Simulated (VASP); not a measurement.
# Bi (R-3m) in VASP: further runs, part 2 of 2

VASP 6.6.1. Earlier steps stand in the parts before.

**3. Electric field gradients, PBEsol (37.51 Å³/atom)**

This run uses another cell than the first one, of 37.51 Å³/atom.

Contents of INCAR:

```
  ALGO = Normal
  EDIFF = 1E-8
  ENCUT = 520
  GGA = PS
  ISIF = 2
  ISMEAR = -1
  LASPH = True
  LCHARG = False
  LEFG = True
  LREAL = False
  LWAVE = False
  NBANDS = 22
  NELM = 80
  PREC = Accurate
  SIGMA = 0.03
```

Contents of KPOINTS:

```
k-points
0
Gamma
  10 10 10
```

Contents of POSCAR:

```
Bi
1.0
    2.3175796175      1.3380552160      4.0315490999
   -2.3175796175      1.3380552160      4.0315490999
    0.0000000000     -2.6761104319      4.0315490999
Bi
2
Direct
    0.2338900000      0.2338900000      0.2338900000
    0.7661100000      0.7661100000      0.7661100000
```

Potentials or basis: VASP PAW PBE potentials, release 64 (Bi_d).

Command:

```bash
cat potpaw_PBE.64/Bi_d/POTCAR > POTCAR
mpirun -np 1 vasp_std > vasp.out
```

OUTCAR:

```text
EDIFF = 1E-8
   ENCUT = 520
   GGA = PS
   ISIF = 2
   ISMEAR = -1
   LASPH = True
   LREAL = False
   NELM = 80
   PREC = Accurate

 ion  position               nearest neighbor table
   1  0.234  0.234  0.234-   2 3.13   2 3.13   2 3.13   2 3.60   2 3.60   2 3.60
   2  0.766  0.766  0.766-   1 3.13   1 3.13   1 3.13   1 3.60   1 3.60   1 3.60

  LATTYP: Found a trigonal (rhomboedric) cell.
 ALAT       =     4.8389002045
 COS(alpha) =     0.5412184017

  Lattice vectors:

 A1 = (   2.3175796175,   1.3380552160,   4.0315490999)
 A2 = (  -2.3175796175,   1.3380552160,   4.0315490999)
 A3 = (   0.0000000000,  -2.6761104319,   4.0315490999)

Analysis of symmetry for initial positions (statically):
=====================================================================
 Subroutine PRICEL returns:
 Original cell was already a primitive cell.

 Routine SETGRP: Setting up the symmetry group for a
 trigonal (rhombohedral) supercell.

 Subroutine GETGRP returns: Found 12 space group operations
 (whereof 12 operations were pure point group operations)
 out of a pool of 12 trial point group operations.

The static configuration has the point symmetry D_3d.

Analysis of symmetry for dynamics (positions and initial velocities):
=====================================================================
 Subroutine PRICEL returns:
 Original cell was already a primitive cell.

 Routine SETGRP: Setting up the symmetry group for a
 trigonal (rhombohedral) supercell.

 Subroutine GETGRP returns: Found 12 space group operations
 (whereof 12 operations were pure point group operations)
 out of a pool of 12 trial point group operations.

[... 156 lines left out ...]
      1     -17.2982      2.00000
      2     -17.2982      2.00000
      3     -17.1723      2.00000
      4     -17.1723      2.00000
      5     -17.1592      2.00000
      6     -17.0227      2.00000
[... 589 lines left out ...]
     21      14.4539      0.00000
     22      14.6071      0.00000

 [... further k-points ...]

------------------------ aborting loop because EDIFF is reached ----------------------------------------

  FORCE on cell =-STRESS in cart. coord.  units (eV):
  Direction    XX          YY          ZZ          XY          YZ          ZX
  --------------------------------------------------------------------------------------
  -------------------------------------------------------------------------------------
  Total       -1.5074138     -1.5074138     -1.2862127      0.0000000     -0.0000000      0.0000000
  in kB      -32.1966865    -32.1966865    -27.4720751      0.0000000     -0.0000000      0.0000000
  external PRESSURE =     -30.6218160 kB  Pullay stress =       0.0000000 kB

 VOLUME and BASIS-vectors are now :
 -----------------------------------------------------------------------------
  energy-cutoff  :      520.00
  volume of cell :       75.01
      direct lattice vectors                 reciprocal lattice vectors
     2.317579617  1.338055216  4.031549100     0.215742319  0.124558886  0.082681204
    -2.317579617  1.338055216  4.031549100    -0.215742319  0.124558886  0.082681204
     0.000000000 -2.676110432  4.031549100     0.000000000 -0.249117771  0.082681204

 POSITION                                       TOTAL-FORCE (eV/Angst)
 -----------------------------------------------------------------------------------
      0.00000      0.00000      2.82882         0.000000     -0.000000     -0.127990
      0.00000      0.00000      9.26583         0.000000      0.000000      0.127990
 -----------------------------------------------------------------------------------
    total drift:                                0.000000     -0.000000      0.000000

  FREE ENERGIE OF THE ION-ELECTRON SYSTEM (eV)
  ---------------------------------------------------
  free  energy   TOTEN  =        -8.5518647304 eV

  energy  without entropy=       -8.5511949143  energy(sigma->0) =       -8.55152982

 Electric field gradients (V/A^2)
---------------------------------------------------------------------
 ion       V_xx      V_yy      V_zz      V_xy      V_xz      V_yz
---------------------------------------------------------------------
   1      14.016    14.016   -28.032    -0.000    -0.000    -0.000
   2      14.016    14.016   -28.032     0.000    -0.000    -0.000
---------------------------------------------------------------------

 Electric field gradients after diagonalization (V/A^2)
 (convention: |V_zz| > |V_xx| > |V_yy|)
----------------------------------------------------------------------
 ion       V_xx      V_yy      V_zz     asymmetry (V_yy - V_xx)/ V_zz
----------------------------------------------------------------------
   1      14.016    14.016   -28.032       0.000
   2      14.016    14.016   -28.032       0.000
----------------------------------------------------------------------

           NMR quadrupolar parameters

 Cq : quadrupolar parameter    Cq=e*Q*V_zz/h
 eta: asymmetry parameters     (V_yy - V_xx)/ V_zz
 Q  : nuclear electric quadrupole moment in mb (millibarn)
----------------------------------------------------------------------
 ion       Cq(MHz)       eta       Q (mb)
----------------------------------------------------------------------
   1      -0.068       0.000       1.000
   2      -0.068       0.000       1.000
----------------------------------------------------------------------
```

stdout:

```text
POSCAR found type information on POSCAR Bi
 POSCAR found :  1 types and       2 ions
 scaLAPACK will be used
 -----------------------------------------------------------------------------
|                                                                             |
|                                                                             |
|     You enforced a specific xc type in the INCAR file but a different       |
|     I HOPE YOU KNOW WHAT YOU ARE DOING!                                     |
|                                                                             |
 -----------------------------------------------------------------------------

 LDA part: xc-table for (Slater+PW92), standard interpolation
 POSCAR, INCAR and KPOINTS ok, starting setup
 FFT: planning ... GRIDC
 FFT: planning ... GRID_SOFT
 FFT: planning ... GRID
 WAVECAR not read
 entering main loop
ion   1

ion   2
```

It took 2.5 min on 1 thread of Intel Xeon Platinum 8259CL at 2.50GHz (Skylake/Cascade Lake), shared host; peak memory 0.29 GiB.

Results:

```yaml
Free_energy: -8.5519 eV
Pressure: -3.1 GPa
Largest_force: 0.128 eV/Å
Band_gap_on_the_k_mesh: zero (bands 15 and 16 overlap by 0.18 eV)
Largest_electric_field_gradient_by_atom: Bi -28.0 V/Å²
```

Forces in eV/Å, atoms in the order of the input:
```
Bi   0.000  0.000 -0.128
Bi   0.000  0.000  0.128
```

Stress tensor (GPa, compression positive):
```
-3.22  0.00  0.00
 0.00 -3.22  0.00
 0.00  0.00 -2.75
```

Electric field gradients, principal values (V/Å²):
| atom | least | middle | greatest (by size) |
| --- | --- | --- | --- |
| 1 Bi | 14.016 | 14.016 | -28.032 |
| 2 Bi | 14.016 | 14.016 | -28.032 |

Caveat: the cell stands under tension; without QUAD_EFG the Cq values of the log hold for a quadrupole moment of 1 mb, not for the nuclei; the PAW data sets were made with another functional, which shifts forces and pressure a little; spin-orbit coupling is left out, which moves the levels of the heavy elements.
